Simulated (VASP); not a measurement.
# AlCo: single point with PBEsol

AlCo:

```
Al Co
1.0
     2.81940    0.00000    0.00000
     0.00000    2.81940    0.00000
     0.00000    0.00000    2.86169
Al Co
1 1
Direct
  0.00000 0.00000 0.00000
  0.50000 0.50000 0.50000
```

This cell differs from its parent crystal: strain +0.000 along x and y, +0.015 along z.

```
Program             : VASP 6.6.1
Task                : single point
Functional          : PBEsol
Potentials or basis : VASP PAW PBE potentials, release 64 (Al, Co)
Cutoff              : 520 eV
k mesh              : 16 × 16 × 16
Occupations         : gaussian, width 0.15 eV
Spin                : no spin polarisation
```

| Property | Result |
| --- | --- |
| Pressure | -2.1 GPa |
| Band gap on the k mesh | zero (bands 6 and 7 overlap by 2.61 eV) |

Stress tensor (GPa, compression positive):
```
-1.37  0.00  0.00
 0.00 -1.37  0.00
 0.00  0.00 -3.59
```

Levels at points of the mesh, in eV from the Fermi level:
| k point | band 4 | band 5 | band 6 | band 7 | band 8 | band 9 |
| --- | --- | --- | --- | --- | --- | --- |
| (0.00, 0.00, 0.00) | -0.83 | -0.83 | -0.78 | 5.71 | 6.25 | 6.25 |
| (0.50, 0.00, 0.00) | -1.79 | -1.68 | -0.71 | 0.24 | 8.45 | 10.38 |
| (0.50, 0.50, 0.00) | -2.62 | -1.56 | -1.56 | -0.21 | 2.57 | 3.72 |
| (0.00, 0.00, 0.50) | -1.68 | -1.68 | -0.67 | 0.10 | 8.46 | 10.84 |
| (0.50, 0.00, 0.50) | -2.67 | -1.48 | -1.47 | -0.26 | 2.43 | 3.58 |
| (0.50, 0.50, 0.50) | -0.23 | -0.17 | 2.35 | 2.41 | 2.41 | 4.33 |

Wall time 2.1 min on 1 thread of Intel Xeon 8259CL (shared host), peak memory 0.25 GiB.

Caveat: the cell differs from its parent crystal (strain +0.000 along x and y, +0.015 along z); the PAW data sets were made with another functional, which shifts forces and pressure a little; the run has no spin polarisation, though such a crystal can be magnetic. Spin polarisation is off, so any magnetic state and its effect on volume and gap are missing.
